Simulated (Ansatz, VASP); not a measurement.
# Two plane-wave programs on HgTe

```
CELL_PARAMETERS angstrom
0.00000 2.92150 2.92150
2.92150 0.00000 2.92150
2.92150 2.92150 0.00000
ATOMIC_POSITIONS crystal
Hg 0.00000 0.00000 0.00000
Te 0.50000 0.50000 0.50000
```

Alike in both runs: functional PBE; k mesh 14 × 14 × 14; occupations fermi-dirac, width 0.05 eV; no spin polarisation.

Ansatz relaxed the structure, and its values are those at the end. VASP's run is a single point on that final structure, the one shown.

```csv
,VASP,Ansatz
version,VASP 6.6.1,Ansatz 0.2.0
potentials or method,"VASP PAW PBE potentials, release 64 (Hg, Te)","plane-wave PAW, scalar-relativistic"
plane-wave cutoff (eV),520,420
valence electrons in the cell,18,36
```

```tsv
	VASP	Ansatz	Ansatz less VASP
pressure (GPa)	10.7	10.4	-0.24
```

The functional is the same, so the differences come from potentials, cutoffs and numerics. VASP's potentials hold 18 valence electrons a cell and Ansatz's 36, so a difference there can come from the potentials and not from the codes. Ansatz's warnings: stress scf threshold loose.

Neither program's run includes spin-orbit coupling.
